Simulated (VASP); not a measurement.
# TaN (I4/mmm) in VASP: further runs, part 3 of 3

VASP 6.6.1. The steps go on from the part before.

## Step 5: Single point, PBEsol (strain -0.0100 x Voigt [1, 0, 0, 0, 0, 0])

Contents of INCAR:

```
SYSTEM = TaN
PREC = Accurate
ENCUT = 520
EDIFF = 1E-7
ISMEAR = 0
SIGMA = 0.15
LREAL = .False.
LASPH = .True.
NELM = 60
ALGO = Normal
ISIF = 2
LWAVE = .False.
LCHARG = .False.
GGA = PS
NBANDS = 15
```

Contents of KPOINTS:

```
regular mesh
0
Gamma
  18 18 18
  0 0 0
```

Contents of POSCAR:

```
TaN
1.0
    0.0000000000      2.1790000000      2.1790000000
    2.1572100000      0.0000000000      2.1790000000
    2.1572100000      2.1790000000      0.0000000000
Ta N
1 1
Direct
    0.5000000000      0.5000000000      0.5000000000
    0.0000000000      0.0000000000      0.0000000000
```

Potentials or basis: VASP PAW PBE potentials, release 64 (Ta_pv, N).

Launch:

```console
$ cat potpaw_PBE.64/Ta_pv/POTCAR potpaw_PBE.64/N/POTCAR > POTCAR
$ mpirun -np 1 vasp_std > vasp.out
```

OUTCAR:

```text
SYSTEM = TaN
   PREC = Accurate
   ENCUT = 520
   EDIFF = 1E-7
   ISMEAR = 0
   LREAL = .False.
   LASPH = .True.
   NELM = 60
   ISIF = 2
   GGA = PS

 ion  position               nearest neighbor table
   1  0.500  0.500  0.500-   2 2.16   2 2.16   2 2.18   2 2.18   2 2.18   2 2.18
   2  0.000  0.000  0.000-   1 2.16   1 2.16   1 2.18   1 2.18   1 2.18   1 2.18

  LATTYP: Found a body centered tetragonal cell.
 ALAT       =     3.0815713524
 C/A-ratio  =     1.4000714267

  Lattice vectors:

 A1 = (  -2.1572100000,   0.0000000000,  -2.1790000000)
 A2 = (  -2.1572100000,   0.0000000000,   2.1790000000)
 A3 = (   2.1572100000,   2.1790000000,   0.0000000000)

Analysis of symmetry for initial positions (statically):
=====================================================================
 Subroutine PRICEL returns:
 Original cell was already a primitive cell.

 Routine SETGRP: Setting up the symmetry group for a
 body centered tetragonal supercell.

 Subroutine GETGRP returns: Found 16 space group operations
 (whereof 16 operations were pure point group operations)
 out of a pool of 16 trial point group operations.

The static configuration has the point symmetry D_4h.

Analysis of symmetry for dynamics (positions and initial velocities):
=====================================================================
 Subroutine PRICEL returns:
 Original cell was already a primitive cell.

 Routine SETGRP: Setting up the symmetry group for a
 body centered tetragonal supercell.

 Subroutine GETGRP returns: Found 16 space group operations
 (whereof 16 operations were pure point group operations)
 out of a pool of 16 trial point group operations.

The dynamic configuration has the point symmetry D_4h.

 Subroutine INISYM returns: Found 16 space group operations
 (whereof 16 operations are pure point group operations),
 and found     1 'primitive' translations

----------------------------------------------------------------------------------------

                                     Primitive cell

[... 121 lines left out ...]
 non-spin polarized calculation
 Gauss-broadening in eV      SIGMA  =   0.15
  energy-cutoff  :      520.00
  volume of cell :       20.49
 maximum number of plane-waves:       568
   NGX = 11   NGY = 11   NGZ = 11

 number of electron      15.9999999 magnetization

 Free energy of the ion-electron system (eV)
  ---------------------------------------------------
  ext. energy  EPLUGINS =         0.00000000
  ---------------------------------------------------
  free energy    TOTEN  =       -23.19904344 eV

  energy without entropy =      -23.18982224  energy(sigma->0) =      -23.19443284

 E-fermi :   9.8132     XC(G=0): -13.7955

 val. band max:        9.8084409518   @ k =  -0.2222   0.0556   0.0556
 cond. band min:       9.8157349286   @ k =   0.3333   0.1667   0.1111
 fundamental gap:      0.0072939768
 Fermi energy:         9.8131895820

 k-point     1 :       0.0000    0.0000    0.0000
  band No.  band energies     occupation
      1     -25.8298      2.00000
      2     -25.8298      2.00000
      3     -25.8254      2.00000
      4      -9.3137      2.00000
      5       5.8856      2.00000
      6       5.8856      2.00000
      7       5.9393      2.00000
      8       7.5265      2.00000
      9       7.5265      2.00000
     10       7.6529      2.00000
     11       9.7637      1.35940
     12       9.8898      0.47028
     13      11.7021      0.00000
     14      19.1952      0.00000
[... 401 lines left out ...]
      2     -25.9098      2.00000
      3     -25.8574      2.00000
      4      -7.9173      2.00000
      5       1.9961      2.00000
      6       3.1823      2.00000
      7       3.5939      2.00000
      8       8.8213      2.00000
      9       8.9713      2.00000
     10       9.9368      0.24396
     11      12.7089      0.00000
     12      14.3710      0.00000
     13      14.8660      0.00000
     14      22.2355      0.00000
     15      22.5468      0.00000

 [... further k-points ...]

------------------------ aborting loop because EDIFF is reached ----------------------------------------

  FORCE on cell =-STRESS in cart. coord.  units (eV):
  Direction    XX          YY          ZZ          XY          YZ          ZX
  --------------------------------------------------------------------------------------
  -------------------------------------------------------------------------------------
  Total        1.8353646      0.9101287      0.9101287      0.0000000      0.0000000      0.0000000
  in kB      143.5476386     71.1830371     71.1830371      0.0000000      0.0000000      0.0000000
  external PRESSURE =      95.3045709 kB  Pullay stress =       0.0000000 kB

 VOLUME and BASIS-vectors are now :
 -----------------------------------------------------------------------------
  energy-cutoff  :      520.00
  volume of cell :       20.49
      direct lattice vectors                 reciprocal lattice vectors
     0.000000000  2.179000000  2.179000000    -0.231780865  0.229463056  0.229463056
     2.157210000  0.000000000  2.179000000     0.231780865 -0.229463056  0.229463056
     2.157210000  2.179000000  0.000000000     0.231780865  0.229463056 -0.229463056

 POSITION                                       TOTAL-FORCE (eV/Angst)
 -----------------------------------------------------------------------------------
      2.15721      2.17900      2.17900         0.000000      0.000000      0.000000
      0.00000      0.00000      0.00000         0.000000     -0.000000     -0.000000
 -----------------------------------------------------------------------------------
    total drift:                                0.000000     -0.000000     -0.000000

  FREE ENERGIE OF THE ION-ELECTRON SYSTEM (eV)
  ---------------------------------------------------
  free  energy   TOTEN  =       -23.1990434394 eV

  energy  without entropy=      -23.1898222417  energy(sigma->0) =      -23.19443284
```

Run time: 46 s. Hardware: 1 thread of Intel Xeon 6975P-C (Granite Rapids), shared host; peak memory 0.26 GiB.

What came out:

```
Free energy            : -23.1990 eV
Pressure               : 9.5 GPa
Band gap on the k mesh : zero (bands 8 and 9 overlap by 4.26 eV)
```

Stress tensor (GPa, compression positive):
```
14.35  0.00  0.00
 0.00  7.12  0.00
 0.00  0.00  7.12
```

Caveat: the cell differs from its parent crystal (strain -0.0100 x Voigt [1, 0, 0, 0, 0, 0]); the cell stands under pressure; the PAW data sets were made with another functional, which shifts forces and pressure a little; spin-orbit coupling is left out, which moves the levels of the heavy elements.

## Step 6: The runs side by side

```tsv
cell	gap on the mesh (eV)	pressure (GPa)
a = 3.082, b = 3.021, c = 3.021 Å, angles 61.3, 59.3, 59.3°, 2 atoms	none	24.2
a = 3.082, b = 3.036, c = 3.036 Å, angles 61.0, 59.5, 59.5°, 2 atoms	none	18.8
a = 3.082, b = 3.051, c = 3.051 Å, angles 60.7, 59.7, 59.7°, 2 atoms	none	13.9
a = 3.082, b = 3.066, c = 3.066 Å, angles 60.3, 59.8, 59.8°, 2 atoms	none	9.5
```

Alike in all rows: task single point; level PBEsol; potentials or basis VASP PAW PBE potentials, release 64 (Ta_pv, N); no spin polarisation; k mesh 18 × 18 × 18; cutoff (eV) 520; smearing gaussian 0.15 eV.

Caveats: the cell stands under pressure; the PAW data sets were made with another functional, which shifts forces and pressure a little; spin-orbit coupling is left out, which moves the levels of the heavy elements.

Total energies depend on the potentials used, so only differences within one code and one set of settings carry meaning.
